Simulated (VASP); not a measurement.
# Ca8CO in VASP: notebook

The runs below take Ca8CO through single point, with PBE.

Program: VASP 6.6.1. These are calculated values, not measurements. Logs are shortened: lines on timing, memory, paths and dates and some standing lists are left out, and cuts for length are marked.

## 1. The cell of the first run

The cell holds a slab with vacuum, 10 atoms: a = 7.813 Å, b = 7.813 Å, c = 20.609 Å, α = 90.00°, β = 90.00°, γ = 90.00°.

## 2. Single point, PBE

The input, INCAR:

```
PREC = Accurate
ENCUT = 520
EDIFF = 1E-6
ISMEAR = 0
SIGMA = 0.1
LREAL = F
LASPH = T
NELM = 60
ALGO = Normal
ISIF = 2
LWAVE = F
LCHARG = F
LDIPOL = T
IDIPOL = 3
DIPOL = 0.5 0.5 0.278
GGA = PE
NBANDS = 56
```

The input, KPOINTS:

```
Automatic mesh
0
Gamma
  4 4 1
```

The input, POSCAR:

```
Ca8CO
1.0
    7.8132359319      0.0000000000      0.0000000000
    0.0000000000      7.8132359319      0.0000000000
    0.0000000000      0.0000000000     20.6093934330
Ca C O
8 1 1
Direct
    0.2500000000      0.2500000000      0.1940862555
    0.2500000000      0.7500000000      0.1940862555
    0.7500000000      0.2500000000      0.1940862555
    0.7500000000      0.7500000000      0.1940862555
    0.0000000000      0.0000000000      0.3206981057
    0.0000000000      0.5000000000      0.3206981057
    0.5000000000      0.0000000000      0.3206981057
    0.5000000000      0.5000000000      0.3206981057
    0.0554583257      0.7500000000      0.3595153568
    0.4445416743      0.7500000000      0.3595153568
```

Potentials or basis: VASP PAW PBE potentials, release 64 (Ca_sv, C, O).

Launch:

```console
$ cat potpaw_PBE.64/Ca_sv/POTCAR potpaw_PBE.64/C/POTCAR potpaw_PBE.64/O/POTCAR > POTCAR
$ mpirun -np 1 vasp_std > vasp.out
```

OUTCAR:

```text
PREC = Accurate
   ENCUT = 520
   EDIFF = 1E-6
   ISMEAR = 0
   LREAL = F
   LASPH = T
   NELM = 60
   ISIF = 2
   GGA = PE

 ion  position               nearest neighbor table
   1  0.250  0.250  0.194-
   2  0.250  0.750  0.194-
   3  0.750  0.250  0.194-
   4  0.750  0.750  0.194-
   5  0.000  0.000  0.321-   9 2.15
   6  0.000  0.500  0.321-   9 2.15
   7  0.500  0.000  0.321-  10 2.15
   8  0.500  0.500  0.321-  10 2.15
   9  0.055  0.750  0.360-   5 2.15   6 2.15
  10  0.445  0.750  0.360-   7 2.15   8 2.15

  LATTYP: Found a simple tetragonal cell.
 ALAT       =     7.8132359319
 C/A-ratio  =     2.6377538849

  Lattice vectors:

 A1 = (   7.8132359319,   0.0000000000,   0.0000000000)
 A2 = (   0.0000000000,   7.8132359319,   0.0000000000)
 A3 = (   0.0000000000,   0.0000000000,  20.6093934330)

Analysis of symmetry for initial positions (statically):
=====================================================================
 Subroutine PRICEL returns:
 Original cell was already a primitive cell.

 Routine SETGRP: Setting up the symmetry group for a
 simple tetragonal supercell.

 Subroutine GETGRP returns: Found  2 space group operations
 (whereof  1 operations were pure point group operations)
 out of a pool of 16 trial point group operations.

The static configuration has the point symmetry C_1 .
 The point group associated with its full space group is C_1h.

Analysis of symmetry for dynamics (positions and initial velocities):
=====================================================================
 Subroutine PRICEL returns:
 Original cell was already a primitive cell.

 Routine SETGRP: Setting up the symmetry group for a
 simple tetragonal supercell.

 Subroutine GETGRP returns: Found  2 space group operations
 (whereof  1 operations were pure point group operations)
 out of a pool of 16 trial point group operations.

The dynamic configuration has the point symmetry C_1 .
 The point group associated with its full space group is C_1h.

 Subroutine INISYM returns: Found  2 space group operations
 (whereof  1 operations are pure point group operations),
 and found     1 'primitive' translations

----------------------------------------------------------------------------------------

                                     Primitive cell

  volume of cell :    1258.1345

[... 101 lines left out ...]
   EMIN   =  10.00;   EMAX   =-10.00  energy-range for DOS
   EFERMI =   0.00;   METHOD = LEGACY
   ISMEAR =     0;   SIGMA  =   0.10  broadening in eV -4-tet -1-fermi 0-gaus
   EFERMI_NEDOS =   21; number of points for ismear=-14 and -15
   IALGO  =     38    algorithm
   IMIX   =      4    mixing-type and parameters
     AMIX     =   0.40;   BMIX     =  1.00
     AMIX_MAG =   1.60;   BMIX_MAG =  1.00
  volume/ion in A,a.u.               =     125.81       849.03
  Fermi-wavevector in a.u.,A,eV,Ry     =   0.679589  1.284238  6.283740  0.461842
  Thomas-Fermi vector in A             =   1.757831
   LORBIT       =      0    0 simple, 1 ext, 2 COOP (PROOUT), +10 PAW based schemes
   GGA     = PE    functional components
   LHFCALC =     F    Hartree Fock is set to
   AEXX    =    0.0000 exact exchange contribution
   IVDW    =     0    specifies the selected vdW correction
   LEPSILON=     F    determine dielectric tensor
   LRPA    =     F    only Hartree local field effects (RPA)
 non-spin polarized calculation
 Gauss-broadening in eV      SIGMA  =   0.10
  energy-cutoff  :      520.00
  volume of cell :     1258.13
 maximum number of plane-waves:     33903
 NGX is ok and might be reduce to    60
   NGX = 29   NGY = 29   NGZ = 77

 number of electron      90.0000022 magnetization

 dipolmoment           0.000000      0.000000      0.359741 electrons x Angstroem

 Free energy of the ion-electron system (eV)
  ---------------------------------------------------
  ext. energy  EPLUGINS =         0.00000000
  ---------------------------------------------------
  free energy    TOTEN  =       -25.38937322 eV

  energy without entropy =      -25.32115913  energy(sigma->0) =      -25.35526618

 E-fermi :  -1.8831     XC(G=0):  -2.9045

 val. band max:       -1.8958043071   @ k =   0.0000   0.2500   0.0000
 cond. band min:      -1.8807856499   @ k =   0.5000   0.2500   0.0000
 fundamental gap:      0.0150186572
 Fermi energy:        -1.8830897578

 k-point     1 :       0.0000    0.0000    0.0000
  band No.  band energies     occupation
      1     -44.5112      2.00000
      2     -44.4974      2.00000
      3     -44.4072      2.00000
      4     -44.3648      2.00000
      5     -42.9481      2.00000
      6     -42.9414      2.00000
[... 520 lines left out ...]
     55      -0.4253      0.00000
     56      -0.3924      0.00000

------------------------ aborting loop because EDIFF is reached ----------------------------------------

 vacuum level on the upper side and lower side of the slab       (xc-potential included)         0.447        -0.617

  FORCE on cell =-STRESS in cart. coord.  units (eV):
  Direction    XX          YY          ZZ          XY          YZ          ZX
  --------------------------------------------------------------------------------------
  -------------------------------------------------------------------------------------
  Total       -0.4247617     -0.4319613     -1.0562807      0.0000000      0.0000000      0.9180239
  in kB       -0.5409148     -0.5500831     -1.3451256      0.0000000      0.0000000      1.1690619
  external PRESSURE =      -0.8120412 kB  Pullay stress =       0.0000000 kB

 VOLUME and BASIS-vectors are now :
 -----------------------------------------------------------------------------
  energy-cutoff  :      520.00
  volume of cell :     1258.13
      direct lattice vectors                 reciprocal lattice vectors
     7.813235932  0.000000000  0.000000000     0.127987944  0.000000000  0.000000000
     0.000000000  7.813235932  0.000000000     0.000000000  0.127987944  0.000000000
     0.000000000  0.000000000 20.609393433     0.000000000  0.000000000  0.048521564

 POSITION                                       TOTAL-FORCE (eV/Angst)
 -----------------------------------------------------------------------------------
      1.95331      1.95331      4.00000         0.007218      0.000000     -0.332208
      1.95331      5.85993      4.00000        -0.146699      0.000000      0.443434
      5.85993      1.95331      4.00000        -0.002555      0.000000     -0.236621
      5.85993      5.85993      4.00000         0.147199      0.000000     -0.019951
      0.00000      0.00000      6.60939        -0.199071      0.960458     -0.025665
      0.00000      3.90662      6.60939        -0.199071     -0.960458     -0.025665
      3.90662      0.00000      6.60939        -0.385754     -1.340022      0.942537
      3.90662      3.90662      6.60939        -0.385754      1.340022      0.942537
      0.43331      5.85993      7.40939         0.496018      0.000000     -0.264499
      3.47331      5.85993      7.40939         0.668470      0.000000     -1.423898
 -----------------------------------------------------------------------------------
    total drift:                                0.000065      0.000000      0.000045

  FREE ENERGIE OF THE ION-ELECTRON SYSTEM (eV)
  ---------------------------------------------------
  free  energy   TOTEN  =       -25.3893732242 eV

  energy  without entropy=      -25.3211591310  energy(sigma->0) =      -25.35526618

 vacuum level on the upper side and lower side of the slab         2.004         0.902
```

OSZICAR:

```text
N       E                     dE             d eps       ncg     rms          rms(c)
DAV:   1     0.641039825424E+03    0.64104E+03   -0.41804E+04  1440   0.120E+03
DAV:   2     0.549146150025E+02   -0.58613E+03   -0.57416E+03  1160   0.336E+02
DAV:   3    -0.288412792546E+02   -0.83756E+02   -0.82694E+02  1456   0.702E+01
DAV:   4    -0.395617850426E+02   -0.10721E+02   -0.10666E+02  1688   0.276E+01
[... 20 lines left out ...]
DAV:  25    -0.253893516335E+02   -0.30445E-04   -0.22474E-06   944   0.238E-03    0.155E-03
DAV:  26    -0.253893653680E+02   -0.13734E-04   -0.95746E-07   832   0.161E-03    0.553E-04
DAV:  27    -0.253893714229E+02   -0.60548E-05   -0.32767E-07   760   0.994E-04    0.192E-04
DAV:  28    -0.253893728159E+02   -0.13930E-05   -0.12813E-07   720   0.682E-04    0.406E-04
DAV:  29    -0.253893732242E+02   -0.40828E-06   -0.62385E-08   712   0.542E-04
   1 F= -.25389373E+02 E0= -.25355266E+02  d E =-.682141E-01
```

It took 23 min on 1 thread of Intel Xeon 6975P-C (Granite Rapids), shared host; peak memory 1.3 GiB.

What came out:

```yaml
Free_energy: -25.3894 eV
Largest_force: 1.683 eV/Å
Band_gap_on_the_k_mesh: zero (filled and empty bands touch)
```

Forces on the atoms (eV/Å):
```
Ca   0.007  0.000 -0.332
Ca  -0.147  0.000  0.443
Ca  -0.003  0.000 -0.237
Ca   0.147  0.000 -0.020
Ca  -0.199  0.960 -0.026
Ca  -0.199 -0.960 -0.026
Ca  -0.386 -1.340  0.943
Ca  -0.386  1.340  0.943
C    0.496  0.000 -0.264
O    0.668  0.000 -1.424
```

## 3. Single point, PBE

The input, INCAR:

```
SYSTEM = Ca8CO
PREC = Accurate
ENCUT = 520
EDIFF = 1E-7
ISMEAR = 0
SIGMA = 0.1
LREAL = .FALSE.
LASPH = .TRUE.
NELM = 100
ALGO = Normal
ISIF = 2
LWAVE = .FALSE.
LCHARG = .FALSE.
LDIPOL = .TRUE.
IDIPOL = 3
DIPOL = 0.5 0.5 0.284
GGA = PE
NBANDS = 56
```

The input, KPOINTS:

```
Automatic mesh
0
G
  4 4 1
  0 0 0
```

Changes to POSCAR since step 2:

```diff
@@ -16,3 +16,3 @@
     0.5000000000      0.5000000000      0.3206981057
-    0.0554583257      0.7500000000      0.3595153568
-    0.4445416743      0.7500000000      0.3595153568
+    0.0554583257      0.7500000000      0.3905691577
+    0.4445416743      0.7500000000      0.3905691577
```

Potentials or basis: VASP PAW PBE potentials, release 64 (Ca_sv, C, O).

Launch:

```console
$ cat potpaw_PBE.64/Ca_sv/POTCAR potpaw_PBE.64/C/POTCAR potpaw_PBE.64/O/POTCAR > POTCAR
$ mpirun -np 1 vasp_std > vasp.out
```

Wall time 31 min (1 thread of Intel Xeon 6975P-C (Granite Rapids), shared host); peak memory 1.3 GiB.

The run converged. Its results:

```yaml
Free_energy: -23.5521 eV
Largest_force: 2.735 eV/Å
Band_gap_on_the_k_mesh: zero (bands 45 and 46 overlap by 0.13 eV)
```

Forces in eV/Å, atoms in the order of the input:
```
Ca   0.006  0.000 -0.254
Ca  -0.082  0.000 -0.047
Ca   0.002  0.000 -0.193
Ca   0.095  0.000 -0.220
Ca   0.173 -0.329  0.689
Ca   0.173  0.329  0.689
Ca  -0.482 -1.644  1.640
Ca  -0.482  1.644  1.640
C    0.259  0.000 -1.230
O    0.337  0.000 -2.714
```

Levels at points of the mesh, in eV from the Fermi level:
```csv
k point,band 42,band 43,band 44,band 45,band 46,band 47,band 48,band 49
"(0.00, 0.00, 0.00)",-0.86,-0.58,-0.30,0.01,0.04,0.25,0.46,0.50
"(0.50, 0.00, 0.00)",-0.63,-0.51,-0.41,-0.30,-0.08,0.24,0.26,0.62
"(0.00, 0.50, 0.00)",-0.55,-0.53,-0.36,-0.18,0.01,0.10,0.39,0.54
"(0.50, 0.50, 0.00)",-0.51,-0.30,-0.21,-0.13,0.03,0.45,0.50,0.78
```

The gap in the log of VASP goes by the Fermi energy; the results here count the filled bands.